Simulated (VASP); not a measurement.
# BaTiO3 (P4/mmm) in VASP: further runs

The runs below take BaTiO3 through single point, with r2SCAN.

All numbers are computed with VASP 6.6.1; they aren't measurements. Logs are shortened: lines on timing, memory, paths and dates and some standing lists are left out, and cuts for length are marked.

### Step 1. The cell of the first run

It takes space group P4/mmm (No. 123, tetragonal). Conventional cell: a = 4.483 Å, b = 4.483 Å, c = 3.170 Å, α = 90.00°, β = 90.00°, γ = 90.00°. Within 3.6 Å of Ba (site symmetry 4/mmm) lie 12 O at 2.75 to 3.17 Å and 2 Ba at 3.17 Å and 8 Ti at 3.54 Å. Within 2.1 Å of Ti (site symmetry 4/mmm) lie 2 O at 1.58 Å. Within 2.1 Å of O (site symmetry 4/mmm) lie 2 Ti at 1.58 Å. Within 3.0 Å of O (site symmetry mmm) lie 2 Ti at 2.24 Å and 4 Ba at 2.75 Å and 4 O at 2.75 Å.

### Step 2. Single point, r2SCAN

File POSCAR:

```
BaTiO3
1.0
    4.4833050072      0.0000000000      0.0000000000
    0.0000000000      4.4833050072      0.0000000000
    0.0000000000      0.0000000000      3.1698031617
Ba Ti O
1 1 3
Direct
    0.0000000000      0.0000000000      0.0000000000
    0.5000000000      0.5000000000      0.5000000000
    0.5000000000      0.5000000000      0.0000000000
    0.5000000000      0.0000000000      0.5000000000
    0.0000000000      0.5000000000      0.5000000000
```

File INCAR.step1:

```
ALGO = Normal
EDIFF = 1E-4
ENCUT = 520
GGA = PE
ISMEAR = 0
LASPH = T
LCHARG = F
LREAL = F
LWAVE = T
NBANDS = 28
NELM = 100
PREC = Accurate
SIGMA = 0.05
```

File INCAR.step2:

```
ALGO = Normal
EDIFF = 1E-6
ENCUT = 520
ISIF = 2
ISMEAR = 0
ISTART = 1
LASPH = T
LCHARG = T
LELF = T
LMIXTAU = T
LREAL = F
LVHAR = T
LWAVE = F
METAGGA = R2SCAN
NBANDS = 28
NELM = 100
PREC = Accurate
SIGMA = 0.05
```

File KPOINTS:

```
k-points
0
Gamma
  8 8 8
```

Potentials or basis: VASP PAW PBE potentials, release 64 (Ba_sv, Ti_sv, O).

Command:

```console
$ cat potpaw_PBE.64/Ba_sv/POTCAR potpaw_PBE.64/Ti_sv/POTCAR potpaw_PBE.64/O/POTCAR > POTCAR
$ cp INCAR.step1 INCAR
$ mpirun -np 1 vasp_std > vasp.out
$ cp INCAR.step2 INCAR
$ mpirun -np 1 vasp_std > vasp.out
```

OUTCAR:

```text
EDIFF = 1E-6
   ENCUT = 520
   ISIF = 2
   ISMEAR = 0
   ISTART = 1
   LASPH = T
   LREAL = F
   METAGGA = R2SCAN
   NELM = 100
   PREC = Accurate

 ion  position               nearest neighbor table
   1  0.000  0.000  0.000-   4 2.75   5 2.75   4 2.75   5 2.75   5 2.75   5 2.75   4 2.75   4 2.75
                             3 3.17   3 3.17   3 3.17   3 3.17   2 3.54   2 3.54   2 3.54   2 3.54
   2  0.500  0.500  0.500-   3 1.58   3 1.58   5 2.24   4 2.24   4 2.24   5 2.24   1 3.54   1 3.54
                             1 3.54   1 3.54   1 3.54   1 3.54   1 3.54   1 3.54
   3  0.500  0.500  0.000-   2 1.58   2 1.58   1 3.17   1 3.17   1 3.17   1 3.17
   4  0.500  0.000  0.500-   2 2.24   2 2.24   1 2.75   1 2.75   1 2.75   1 2.75
   5  0.000  0.500  0.500-   2 2.24   2 2.24   1 2.75   1 2.75   1 2.75   1 2.75

  LATTYP: Found a simple tetragonal cell.
 ALAT       =     4.4833050072
 C/A-ratio  =     0.7070237596

  Lattice vectors:

 A1 = (   4.4833050072,   0.0000000000,   0.0000000000)
 A2 = (   0.0000000000,   4.4833050072,   0.0000000000)
 A3 = (   0.0000000000,   0.0000000000,   3.1698031617)

Analysis of symmetry for initial positions (statically):
=====================================================================
 Subroutine PRICEL returns:
 Original cell was already a primitive cell.

 Routine SETGRP: Setting up the symmetry group for a
 simple tetragonal supercell.

 Subroutine GETGRP returns: Found 16 space group operations
 (whereof 16 operations were pure point group operations)
 out of a pool of 16 trial point group operations.

The static configuration has the point symmetry D_4h.

Analysis of symmetry for dynamics (positions and initial velocities):
=====================================================================
 Subroutine PRICEL returns:
 Original cell was already a primitive cell.

 Routine SETGRP: Setting up the symmetry group for a
 simple tetragonal supercell.

 Subroutine GETGRP returns: Found 16 space group operations
 (whereof 16 operations were pure point group operations)
 out of a pool of 16 trial point group operations.

The dynamic configuration has the point symmetry D_4h.

 Subroutine INISYM returns: Found 16 space group operations
 (whereof 16 operations are pure point group operations),
 and found     1 'primitive' translations

----------------------------------------------------------------------------------------

                                     Primitive cell

  volume of cell :      63.7131

  direct lattice vectors                    reciprocal lattice vectors
     4.483305007  0.000000000  0.000000000     0.223049736  0.000000000  0.000000000
     0.000000000  4.483305007  0.000000000     0.000000000  0.223049736  0.000000000
     0.000000000  0.000000000  3.169803162     0.000000000  0.000000000  0.315477003

  length of vectors
     4.483305007  4.483305007  3.169803162     0.223049736  0.223049736  0.315477003

  position of ions in fractional coordinates (direct lattice)
     0.000000000  0.000000000  0.000000000
     0.500000000  0.500000000  0.500000000
     0.500000000  0.500000000  0.000000000
     0.500000000  0.000000000  0.500000000
     0.000000000  0.500000000  0.500000000

  ion indices of the primitive-cell ions
   primitive index   ion index
                 1           1
                 2           2
                 3           3
                 4           4
                 5           5

----------------------------------------------------------------------------------------

 KPOINTS: k-points

Automatic generation of k-mesh.
 Grid dimensions read from file:
 generate k-points for:    8    8    8

 Generating k-lattice:

  Cartesian coordinates                     Fractional coordinates (reciprocal lattice)
     0.027881217  0.000000000  0.000000000     0.125000000  0.000000000  0.000000000
     0.000000000  0.027881217  0.000000000     0.000000000  0.125000000  0.000000000
     0.000000000  0.000000000  0.039434625     0.000000000  0.000000000  0.125000000

  Length of vectors
     0.027881217  0.027881217  0.039434625

  Shift w.r.t. Gamma in fractional coordinates (k-lattice)
     0.000000000  0.000000000  0.000000000

 Subroutine IBZKPT returns following result:
 ===========================================

 Found     75 irreducible k-points:

 Following reciprocal coordinates:
            Coordinates               Weight
  0.000000  0.000000  0.000000      1.000000
  0.125000  0.000000  0.000000      4.000000
  0.250000  0.000000  0.000000      4.000000
  0.375000  0.000000  0.000000      4.000000
  0.500000  0.000000  0.000000      2.000000
  0.125000  0.125000  0.000000      4.000000
[... 16 lines left out ...]
  0.375000  0.125000  0.125000     16.000000
  0.500000  0.125000  0.125000      8.000000
 [... further k-points ...]
   k-points           NKPTS =     75   k-points in BZ     NKDIM =     75   number of bands    NBANDS=     28
   number of dos      NEDOS =    301   number of ions     NIONS =      5
   total plane-waves  NPLWV =  31104
   dimension x,y,z NGX =    36 NGY =   36 NGZ =   24
   dimension x,y,z NGXF=    72 NGYF=   72 NGZF=   48
   ions per type =               1   1   3
   NGX,Y,Z   is equivalent  to a cutoff of  13.35, 13.35, 12.59 a.u.
   NGXF,Y,Z  is equivalent  to a cutoff of  26.70, 26.70, 25.17 a.u.
 SYSTEM =  unknown system
   PREC   = accura    normal or accurate (medium, high low for compatibility)
   ISTART =      1    job   : 0-new  1-cont  2-samecut
   ICHARG =      0    charge: 1-file 2-atom 10-const
   ISPIN  =      1    spin polarized calculation?
   LNONCOLLINEAR =      F non collinear calculations
   LSORBIT =      F    spin-orbit coupling
   LASPH  =      T    aspherical Exc in radial PAW
   ENCUT  =  520.0 eV  38.22 Ry    6.18 a.u.   8.34  8.34  5.89*2*pi/ulx,y,z
   NELM   =    100;   NELMIN=  2; NELMDL=  0     # of ELM steps
   EDIFF  = 0.1E-05   stopping-criterion for ELM
   LREAL  =      F    real-space projection
   EDIFFG = 0.1E-04   stopping-criterion for IOM
   NSW    =      0    number of steps for IOM
   IBRION =     -1    ionic relax: 0-MD 1-quasi-New 2-CG
   NFREE  =      0    steps in history (QN), initial steepest desc. (CG)
   ISIF   =      2    stress and relaxation
   ISYM   =      2    0-nonsym 1-usesym 2-fastsym
   POTIM  = 0.5000    time-step for ionic-motion
   TEBEG  =    0.0;   TEEND  =   0.0 temperature during run
   PSTRESS=    0.0 pullay stress
   NELECT =      40.0000    total number of electrons
   NUPDOWN=      -1.0000    fix difference up-down
   EMIN   =  10.00;   EMAX   =-10.00  energy-range for DOS
   EFERMI =   0.00;   METHOD = LEGACY
   ISMEAR =     0;   SIGMA  =   0.05  broadening in eV -4-tet -1-fermi 0-gaus
   EFERMI_NEDOS =   21; number of points for ismear=-14 and -15
   IALGO  =     38    algorithm
   IMIX   =      4    mixing-type and parameters
     AMIX     =   0.40;   BMIX     =  1.00
     AMIX_MAG =   1.60;   BMIX_MAG =  1.00
  volume/ion in A,a.u.               =      12.74        85.99
  Fermi-wavevector in a.u.,A,eV,Ry     =   1.401797  2.649013 26.735932  1.965036
  Thomas-Fermi vector in A             =   2.524623
   LORBIT       =      0    0 simple, 1 ext, 2 COOP (PROOUT), +10 PAW based schemes
   METAGGA = R2SCAN    functional components
   LHFCALC =     F    Hartree Fock is set to
   AEXX    =    0.0000 exact exchange contribution
   IVDW    =     0    specifies the selected vdW correction
   LEPSILON=     F    determine dielectric tensor
   LRPA    =     F    only Hartree local field effects (RPA)
 non-spin polarized calculation
 Gauss-broadening in eV      SIGMA  =   0.05
  energy-cutoff  :      520.00
  volume of cell :       63.71
 maximum number of plane-waves:      1744
 NGX is ok and might be reduce to    36

 number of electron      39.9999975 magnetization

 Free energy of the ion-electron system (eV)
  ---------------------------------------------------
  ext. energy  EPLUGINS =         0.00000000
  ---------------------------------------------------
  free energy    TOTEN  =       -68.90575825 eV

  energy without entropy =      -68.90575825  energy(sigma->0) =      -68.90575825

 E-fermi :   4.5209     XC(G=0): -11.8926

 val. band max:        4.2430472860   @ k =   0.0000   0.0000   0.0000
 cond. band min:       5.4149410092   @ k =   0.0000   0.0000   0.0000
 fundamental gap:      1.1718937231
 Fermi energy:         4.5208996302

 k-point     1 :       0.0000    0.0000    0.0000
  band No.  band energies     occupation
      1     -55.0145      2.00000
      2     -31.1052      2.00000
      3     -30.0230      2.00000
      4     -30.0230      2.00000
      5     -22.3238      2.00000
      6     -16.6662      2.00000
[... 20 lines left out ...]
     27      11.4185      0.00000
     28      11.6861      0.00000

 k-point     2 :       0.1250    0.0000    0.0000
  band No.  band energies     occupation
      1     -55.0145      2.00000
      2     -31.1051      2.00000
      3     -30.0251      2.00000
      4     -30.0230      2.00000
      5     -22.3149      2.00000
      6     -16.6698      2.00000
[... 20 lines left out ...]
     27      11.6134      0.00000
     28      11.6918      0.00000

 k-point     3 :       0.2500    0.0000    0.0000
  band No.  band energies     occupation
      1     -55.0145      2.00000
      2     -31.1050      2.00000
      3     -30.0302      2.00000
      4     -30.0228      2.00000
      5     -22.2932      2.00000
      6     -16.6791      2.00000
[... 20 lines left out ...]
     27      11.6920      0.00000
     28      12.0313      0.00000

 k-point     4 :       0.3750    0.0000    0.0000
  band No.  band energies     occupation
      1     -55.0144      2.00000
      2     -31.1049      2.00000
      3     -30.0352      2.00000
      4     -30.0226      2.00000
      5     -22.2713      2.00000
      6     -16.6893      2.00000
[... 20 lines left out ...]
     27      11.6684      0.00000
     28      12.3435      0.00000

 k-point     5 :       0.5000    0.0000    0.0000
  band No.  band energies     occupation
      1     -55.0144      2.00000
      2     -31.1049      2.00000
      3     -30.0373      2.00000
      4     -30.0226      2.00000
      5     -22.2621      2.00000
      6     -16.6940      2.00000
[... 20 lines left out ...]
     27      11.6500      0.00000
     28      12.4322      0.00000

 k-point     6 :       0.1250    0.1250    0.0000
  band No.  band energies     occupation
      1     -55.0145      2.00000
      2     -31.1050      2.00000
      3     -30.0251      2.00000
      4     -30.0249      2.00000
      5     -22.3064      2.00000
      6     -16.6721      2.00000
[... 463 lines left out ...]
      5     -22.2188      2.00000
      6     -16.2310      2.00000
[... 20 lines left out ...]
     27      11.7195      0.00000
     28      12.1584      0.00000

 k-point    22 :       0.2500    0.1250    0.1250
  band No.  band energies     occupation
      1     -55.0097      2.00000
      2     -31.2209      2.00000
      3     -30.0235      2.00000
      4     -30.0184      2.00000
      5     -22.1998      2.00000
      6     -16.2371      2.00000
[... 20 lines left out ...]
     27      11.7403      0.00000
     28      12.4758      0.00000

 k-point    23 :       0.3750    0.1250    0.1250
  band No.  band energies     occupation
      1     -55.0097      2.00000
      2     -31.2208      2.00000
      3     -30.0284      2.00000
      4     -30.0182      2.00000
      5     -22.1806      2.00000
      6     -16.2442      2.00000
[... 20 lines left out ...]
     27      11.7547      0.00000
     28      12.7880      0.00000

 k-point    24 :       0.5000    0.1250    0.1250
  band No.  band energies     occupation
      1     -55.0097      2.00000
      2     -31.2208      2.00000
      3     -30.0304      2.00000
      4     -30.0181      2.00000
      5     -22.1726      2.00000
      6     -16.2473      2.00000
[... 20 lines left out ...]
     27      11.7779      0.00000
     28      12.8736      0.00000

 [... further k-points ...]

------------------------ aborting loop because EDIFF is reached ----------------------------------------

  FORCE on cell =-STRESS in cart. coord.  units (eV):
  Direction    XX          YY          ZZ          XY          YZ          ZX
  --------------------------------------------------------------------------------------
  -------------------------------------------------------------------------------------
  Total       -5.4847189     -5.4847189     53.6259246      0.0000000      0.0000000      0.0000000
  in kB     -137.9228076   -137.9228076   1348.5172607      0.0000000      0.0000000      0.0000000
  external PRESSURE =     357.5572152 kB  Pullay stress =       0.0000000 kB

 VOLUME and BASIS-vectors are now :
 -----------------------------------------------------------------------------
  energy-cutoff  :      520.00
  volume of cell :       63.71
      direct lattice vectors                 reciprocal lattice vectors
     4.483305007  0.000000000  0.000000000     0.223049736  0.000000000  0.000000000
     0.000000000  4.483305007  0.000000000     0.000000000  0.223049736  0.000000000
     0.000000000  0.000000000  3.169803162     0.000000000  0.000000000  0.315477003

 POSITION                                       TOTAL-FORCE (eV/Angst)
 -----------------------------------------------------------------------------------
      0.00000      0.00000      0.00000         0.000000      0.000000      0.000000
      2.24165      2.24165      1.58490         0.000000      0.000000      0.000000
      2.24165      2.24165      0.00000         0.000000      0.000000      0.000000
      2.24165      0.00000      1.58490         0.000000      0.000000      0.000000
      0.00000      2.24165      1.58490         0.000000      0.000000      0.000000
 -----------------------------------------------------------------------------------
    total drift:                                0.000000      0.000000      0.000000

  FREE ENERGIE OF THE ION-ELECTRON SYSTEM (eV)
  ---------------------------------------------------
  free  energy   TOTEN  =       -68.9057582462 eV

  energy  without entropy=      -68.9057582462  energy(sigma->0) =      -68.90575825
```

Run time: 5.7 min. Hardware: 1 thread of Intel Xeon Platinum 8488C (Sapphire Rapids), shared host; peak memory 0.28 GiB.

Results:

- Free energy: -68.9058 eV
- Pressure: 35.8 GPa
- Band gap on the k mesh: 1.17 eV

Caveat: the stress differs along the axes, from -14 to 135 GPa; the PAW data sets were made with another functional, which shifts forces and pressure a little; spin-orbit coupling is left out, which moves the levels of the heavy elements. A k mesh can miss the band edges.

### Step 3. Single point, r2SCAN

This run uses another cell than the first one, of the same volume but with other edges.

Changes to POSCAR since step 2:

```diff
@@ -2,5 +2,5 @@
 1.0
-    4.4833050072      0.0000000000      0.0000000000
-    0.0000000000      4.4833050072      0.0000000000
-    0.0000000000      0.0000000000      3.1698031617
+    3.5584015423      0.0000000000      0.0000000000
+    0.0000000000      3.5584015423      0.0000000000
+    0.0000000000      0.0000000000      5.0317488734
 Ba Ti O
```

File INCAR.step1:

```
SYSTEM = BaTiO3
PREC = Accurate
ENCUT = 520
ISMEAR = 0
SIGMA = 0.05
LREAL = .False.
LASPH = .True.
NELM = 100
NBANDS = 28
GGA = PE
ALGO = Normal
EDIFF = 1E-4
LWAVE = .True.
LCHARG = .False.
```

File INCAR.step2:

```
SYSTEM = BaTiO3
PREC = Accurate
ENCUT = 520
EDIFF = 1E-7
ISMEAR = 0
SIGMA = 0.05
LREAL = .False.
LASPH = .True.
NELM = 100
ALGO = Normal
ISIF = 2
LWAVE = .False.
LCHARG = .False.
METAGGA = R2SCAN
LMIXTAU = .True.
NBANDS = 28
ISTART = 1
```

File KPOINTS:

```
regular mesh
0
Gamma
  8 8 8
  0 0 0
```

Potentials or basis: VASP PAW PBE potentials, release 64 (Ba_sv, Ti_sv, O).

Command:

```console
$ cat potpaw_PBE.64/Ba_sv/POTCAR potpaw_PBE.64/Ti_sv/POTCAR potpaw_PBE.64/O/POTCAR > POTCAR
$ cp INCAR.step1 INCAR
$ mpirun -np 1 vasp_std > vasp.out
$ cp INCAR.step2 INCAR
$ mpirun -np 1 vasp_std > vasp.out
```

Run time: 11 min. Hardware: 1 thread of Intel Xeon Platinum 8488C (Sapphire Rapids), shared host; peak memory 0.29 GiB.

The run converged. Its results:

| Property | Result |
| --- | --- |
| Free energy | -71.0683 eV |
| Pressure | 32.7 GPa |
| Band gap on the k mesh | 1.33 eV (least direct gap 1.95 eV) |

Stress tensor (GPa, compression positive):
```
 56.98   0.00   0.00
  0.00  56.98   0.00
  0.00   0.00 -15.91
```

Levels at points of the mesh, in eV from the valence-band top:
```csv
k point,band 17,band 18,band 19,band 20,band 21,band 22,band 23,band 24
"(0.00, 0.00, 0.00)",-1.31,-1.31,-0.63,-0.63,1.33,1.33,1.74,1.79
"(0.50, 0.00, 0.00)",-2.93,-2.66,-2.00,-1.62,1.56,2.30,4.38,4.54
"(0.50, 0.50, 0.00)",-2.39,-0.34,-0.01,-0.01,2.79,4.41,4.41,5.26
"(0.00, 0.00, 0.50)",-1.24,-1.24,-0.84,-0.84,1.81,1.81,1.81,3.80
"(0.50, 0.00, 0.50)",-2.86,-2.79,-2.27,-2.23,1.88,3.99,4.37,4.54
"(0.50, 0.50, 0.50)",-3.16,-0.34,0.00,0.00,4.45,4.45,4.80,4.80
```

Caveat: the stress differs along the axes, from -16 to 57 GPa; the PAW data sets were made with another functional, which shifts forces and pressure a little; spin-orbit coupling is left out, which moves the levels of the heavy elements.

(Part 1 of 2 ends here.)
